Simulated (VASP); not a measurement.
A run of VASP 6.6.1 is set up as follows.

INCAR

```
PREC = Accurate
ENCUT = 520
EDIFF = 1E-7
ISMEAR = 0
SIGMA = 0.02
LREAL = F
LASPH = T
NELM = 60
ALGO = Normal
ISIF = 2
LWAVE = F
LCHARG = T
GGA = PE
LELF = T
LVHAR = T
NBANDS = 28
```

Contents of KPOINTS:

```
regular mesh
0
Gamma
  8 8 8
```

File POSCAR:

```
BaTiO3
1.0
    3.9790584239      0.0000000000      0.0000000000
    0.0000000000      4.0292990606      0.0000000000
    0.0000000000      0.0000000000      4.0292990606
Ba Ti O
1 1 3
Direct
    0.5000000000      0.5000000000      0.5000000000
    0.0000000000      0.0000000000      0.0000000000
    0.5000000000      0.0000000000      0.0000000000
    0.0000000000      0.5000000000      0.0000000000
    0.0000000000      0.0000000000      0.5000000000
```

Potentials or basis: VASP PAW PBE potentials, release 64 (Ba_sv, Ti_sv, O).

Run with:

```sh
$ cat potpaw_PBE.64/Ba_sv/POTCAR potpaw_PBE.64/Ti_sv/POTCAR potpaw_PBE.64/O/POTCAR > POTCAR
$ mpirun -np 1 vasp_std > vasp.out
```

(1) Estimate the pressure.

(2) What does it give for the band gap on the k mesh?

## Answers

(1) 2.6 GPa.

(2) 1.71 eV, indirect (least direct gap 1.86 eV).

Caveat: the cell differs from its parent crystal (uniaxial strain along a: -1.0 %); spin-orbit coupling is left out, which moves the levels of the heavy elements.
